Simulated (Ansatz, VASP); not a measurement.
**One calculation of RuCl2, two programs**

File INCAR:

```
SYSTEM = RuCl2
  PREC = Accurate
  ENCUT = 520
  EDIFF = 1E-7
  ISMEAR = -1
  SIGMA = 0.05
  LREAL = .False.
  LASPH = .True.
  NELM = 60
  ALGO = Normal
  ISIF = 2
  LWAVE = .False.
  LCHARG = .False.
  GGA = PE
  NBANDS = 21
```

The input KPOINTS:

```
regular mesh
0
Gamma
  9 9 5
  0 0 0
```

POSCAR

```
RuCl2
1.0
    3.5017163020      0.0000000000      0.0000000000
   -1.7508581510      3.0325752702      0.0000000000
    0.0000000000      0.0000000000      5.6489951575
Ru Cl
1 2
Direct
    0.0000000000      0.0000000000      0.0000000000
    0.3333333333      0.6666666667      0.2520000000
    0.6666666667      0.3333333333      0.7480000000
```

The input input.yaml:

```yaml
crystal:
  lattice:
    - [3.501716302, 0.0, 0.0]
    - [-1.750858151, 3.0325752702, 0.0]
    - [0.0, 0.0, 5.6489951575]
  atoms:
    - { symbol: Ru, position: [0.0, 0.0, 0.0] }
    - { symbol: Cl, position: [0.3333333333, 0.6666666667, 0.252] }
    - { symbol: Cl, position: [0.6666666667, 0.3333333333, 0.748] }
hamiltonian:
  xc: pbe
  pseudopotentials: { kind: paw }
kpoints:
  mp_grid: { grid: [9, 9, 5] }
scf:
  occupations: { method: fermi_dirac, width: 0.05 }
output:
  forces: true
  stress: true
  eigenvalues: true
```

Alike in both runs: task single point; functional PBE; k mesh 9 × 9 × 5; occupations fermi-dirac, width 0.05 eV; no spin polarisation.

|  | VASP | Ansatz |
| --- | --- | --- |
| version | VASP 6.6.1 | Ansatz 0.2.0 |
| potentials or method | VASP PAW PBE potentials, release 64 (Ru_pv, Cl) | Ansatz PAW |
| plane-wave cutoff (eV) | 520 | 420 |
| valence electrons in the cell | 28 | 30 |

```tsv
	VASP	Ansatz	Ansatz less VASP
gap on the k mesh at the Fermi level (eV)	0.63	0.63	0.000
least direct gap on the mesh (eV)	0.83	0.83	+0.001
pressure (GPa)	-3.3	-3.2	+0.10
traceless stress, the component that is largest in VASP (GPa)	-3.95	-3.98	-0.036
rms of the force components (eV/Å)	0.652	0.654	+0.0019
```

Atom by atom the forces differ by 0.002 eV/Å (rms over components). The functional is the same, so the differences come from potentials, cutoffs and numerics. VASP's potentials hold 28 valence electrons a cell and Ansatz's 30, so a difference there can come from the potentials and not from the codes.

Noted on Ansatz's run: odd divisions of the mesh miss points on the zone boundary, where band edges often lie, so the gap on the mesh can be too wide.
